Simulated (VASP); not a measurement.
# HfN (P6_3/mmc) in VASP: a series of runs, part 2 of 2

VASP 6.6.1.

### 6 Single point, PBEsol (volume scaled by 1.02)

INCAR

```
SYSTEM = HfN
PREC = Accurate
ENCUT = 520
EDIFF = 1E-7
ISMEAR = -1
SIGMA = 0.05
LREAL = .False.
LASPH = .True.
NELM = 60
ALGO = Normal
ISIF = 2
LWAVE = .False.
LCHARG = .False.
GGA = PS
NBANDS = 23
```

KPOINTS

```
regular mesh
0
Gamma
  10 10 5
  0 0 0
```

POSCAR

```
HfN
1.0
    3.1546629845      0.0000000000      0.0000000000
   -1.5773314923      2.7320182850      0.0000000000
    0.0000000000      0.0000000000      5.4526413994
Hf N
2 2
Direct
    0.3333333333      0.6666666667      0.2500000000
    0.6666666667      0.3333333333      0.7500000000
    0.0000000000      0.0000000000      0.5000000000
    0.0000000000      0.0000000000      0.0000000000
```

Potentials or basis: VASP PAW PBE potentials, release 64 (Hf_pv, N).

Command:

```sh
$ cat potpaw_PBE.64/Hf_pv/POTCAR potpaw_PBE.64/N/POTCAR > POTCAR
$ mpirun -np 1 vasp_std > vasp.out
```

OUTCAR:

```text
SYSTEM = HfN
   PREC = Accurate
   ENCUT = 520
   EDIFF = 1E-7
   ISMEAR = -1
   LREAL = .False.
   LASPH = .True.
   NELM = 60
   ISIF = 2
   GGA = PS

 ion  position               nearest neighbor table
   1  0.333  0.667  0.250-   3 2.27   4 2.27   3 2.27   4 2.27   3 2.27   4 2.27   2 3.28   2 3.28
                             2 3.28   2 3.28   2 3.28   2 3.28
   2  0.667  0.333  0.750-   3 2.27   4 2.27   3 2.27   4 2.27   3 2.27   4 2.27   1 3.28   1 3.28
                             1 3.28   1 3.28   1 3.28   1 3.28
   3  0.000  0.000  0.500-   1 2.27   2 2.27   2 2.27   1 2.27   2 2.27   1 2.27
   4  0.000  0.000  0.000-   1 2.27   2 2.27   2 2.27   1 2.27   2 2.27   1 2.27

  LATTYP: Found a hexagonal cell.
 ALAT       =     3.1546629845
 C/A-ratio  =     1.7284386403

  Lattice vectors:

 A1 = (   3.1546629845,   0.0000000000,   0.0000000000)
 A2 = (  -1.5773314923,   2.7320182850,   0.0000000000)
 A3 = (   0.0000000000,   0.0000000000,   5.4526413994)

Analysis of symmetry for initial positions (statically):
=====================================================================
 Subroutine PRICEL returns:
 Original cell was already a primitive cell.

 Routine SETGRP: Setting up the symmetry group for a
 hexagonal supercell.

 Subroutine GETGRP returns: Found 24 space group operations
 (whereof 12 operations were pure point group operations)
 out of a pool of 24 trial point group operations.

The static configuration has the point symmetry D_3d.
 The point group associated with its full space group is D_6h.

Analysis of symmetry for dynamics (positions and initial velocities):
=====================================================================
 Subroutine PRICEL returns:
 Original cell was already a primitive cell.

 Routine SETGRP: Setting up the symmetry group for a
 hexagonal supercell.

 Subroutine GETGRP returns: Found 24 space group operations
 (whereof 12 operations were pure point group operations)
 out of a pool of 24 trial point group operations.

The dynamic configuration has the point symmetry D_3d.
[... 119 lines left out ...]
   ISMEAR =    -1;   SIGMA  =   0.05  broadening in eV -4-tet -1-fermi 0-gaus
   EFERMI_NEDOS =   21; number of points for ismear=-14 and -15
   IALGO  =     38    algorithm
   IMIX   =      4    mixing-type and parameters
     AMIX     =   0.40;   BMIX     =  1.00
     AMIX_MAG =   1.60;   BMIX_MAG =  1.00
  volume/ion in A,a.u.               =      11.75        79.28
  Fermi-wavevector in a.u.,A,eV,Ry     =   1.409616  2.663788 27.035002  1.987017
  Thomas-Fermi vector in A             =   2.531654
   LORBIT       =      0    0 simple, 1 ext, 2 COOP (PROOUT), +10 PAW based schemes
   GGA     = PS    functional components
   LHFCALC =     F    Hartree Fock is set to
   AEXX    =    0.0000 exact exchange contribution
   IVDW    =     0    specifies the selected vdW correction
   LEPSILON=     F    determine dielectric tensor
   LRPA    =     F    only Hartree local field effects (RPA)
 non-spin polarized calculation
  energy-cutoff  :      520.00
  volume of cell :       46.99
 maximum number of plane-waves:      1275
 NGX is ok and might be reduce to    24
   NGX = 11   NGY = 11   NGZ = 21

 number of electron      30.0000000 magnetization

 Free energy of the ion-electron system (eV)
  ---------------------------------------------------
  ext. energy  EPLUGINS =         0.00000000
  ---------------------------------------------------
  free energy    TOTEN  =       -45.81367339 eV

  energy without entropy =      -45.80072486  energy(sigma->0) =      -45.80719913

 E-fermi :   7.6393     XC(G=0): -12.8000

 val. band max:        7.5936496071   @ k =   0.1000  -0.0000   0.2000
 cond. band min:       7.6645866951   @ k =   0.3000   0.3000   0.4000
 fundamental gap:      0.0709370880
 Fermi energy:         7.6393231475

 k-point     1 :       0.0000    0.0000    0.0000
  band No.  band energies     occupation
      1     -24.0703      2.00000
      2     -23.2635      2.00000
      3     -23.1581      2.00000
      4     -23.1581      2.00000
      5     -23.1000      2.00000
      6     -23.1000      2.00000
[... 613 lines left out ...]
     22      13.4884      0.00000
     23      14.5821      0.00000

 [... further k-points ...]
[... 5 lines left out ...]
  --------------------------------------------------------------------------------------
  -------------------------------------------------------------------------------------
  Total       -2.7324967     -2.7324967     -2.9497782      0.0000000      0.0000000      0.0000000
  in kB      -93.1594088    -93.1594088   -100.5672164      0.0000000      0.0000000      0.0000000
  external PRESSURE =     -95.6286780 kB  Pullay stress =       0.0000000 kB

 VOLUME and BASIS-vectors are now :
 -----------------------------------------------------------------------------
  energy-cutoff  :      520.00
  volume of cell :       46.99
      direct lattice vectors                 reciprocal lattice vectors
     3.154662984  0.000000000  0.000000000     0.316991072  0.183014881  0.000000000
    -1.577331492  2.732018285  0.000000000     0.000000000  0.366029761  0.000000000
     0.000000000  0.000000000  5.452641399     0.000000000  0.000000000  0.183397353

 POSITION                                       TOTAL-FORCE (eV/Angst)
 -----------------------------------------------------------------------------------
     -0.00000      1.82135      1.36316         0.000000     -0.000000      0.000000
      1.57733      0.91067      4.08948        -0.000000      0.000000      0.000000
      0.00000      0.00000      2.72632         0.000000     -0.000000      0.000000
      0.00000      0.00000      0.00000         0.000000     -0.000000      0.000000
 -----------------------------------------------------------------------------------
    total drift:                               -0.000000      0.000000     -0.000000

  FREE ENERGIE OF THE ION-ELECTRON SYSTEM (eV)
  ---------------------------------------------------
  free  energy   TOTEN  =       -45.8136733934 eV

  energy  without entropy=      -45.8007248616  energy(sigma->0) =      -45.80719913
```

stdout:

```text
POSCAR found type information on POSCAR HfN
 POSCAR found :  2 types and       4 ions
 scaLAPACK will be used
 -----------------------------------------------------------------------------
|                                                                             |
|                                                                             |
|     You enforced a specific xc type in the INCAR file but a different       |
|     I HOPE YOU KNOW WHAT YOU ARE DOING!                                     |
|                                                                             |
 -----------------------------------------------------------------------------

 LDA part: xc-table for (Slater+PW92), standard interpolation
 POSCAR, INCAR and KPOINTS ok, starting setup
 FFT: planning ... GRIDC
 FFT: planning ... GRID_SOFT
 FFT: planning ... GRID
 WAVECAR not read
 entering main loop
```

Wall time 16 s (1 thread of Intel Xeon 6975P-C (Granite Rapids), shared host); peak memory 0.18 GiB.

What came out:

* Free energy: -45.8137 eV
* Pressure: -9.6 GPa
* Band gap on the k mesh: zero (band 15 reaches 8.96 eV, above the bottom of band 16 at 7.34 eV)

Caveat: the PAW data sets were made with another functional, which shifts forces and pressure a little; spin-orbit coupling is left out, which moves the levels of the heavy elements.

### 7 The runs side by side

```tsv
level	cell	k mesh	smearing	gap on the mesh (eV)	pressure (GPa)
PBEsol	a = 3.134, b = 3.134, c = 5.417 Å, angles 90.0, 90.0, 120.0°, 4 atoms	6 × 6 × 3	fermi-dirac 0.03 eV	none	-4.7
PBEsol	a = 3.134, b = 3.134, c = 5.417 Å, angles 90.0, 90.0, 120.0°, 4 atoms	10 × 10 × 5	fermi-dirac 0.05 eV	none	-4.5
PBE	a = 3.134, b = 3.134, c = 5.417 Å, angles 90.0, 90.0, 120.0°, 4 atoms	10 × 10 × 5	fermi-dirac 0.05 eV	none	3.8
PBEsol	a = 3.070, b = 3.070, c = 5.306 Å, angles 90.0, 90.0, 120.0°, 4 atoms	10 × 10 × 5	fermi-dirac 0.05 eV	none	14.3
PBEsol	a = 3.155, b = 3.155, c = 5.453 Å, angles 90.0, 90.0, 120.0°, 4 atoms	10 × 10 × 5	fermi-dirac 0.05 eV	none	-9.6
```

Alike in all rows: task single point; potentials or basis VASP PAW PBE potentials, release 64 (Hf_pv, N); no spin polarisation; cutoff (eV) 520.

Caveats: some runs use coarse meshes; spin-orbit coupling is left out, which moves the levels of the heavy elements; the PAW data sets were made with another functional, which shifts forces and pressure a little (some runs).

Total energies depend on the potentials used, so only differences within one code and one set of settings carry meaning.
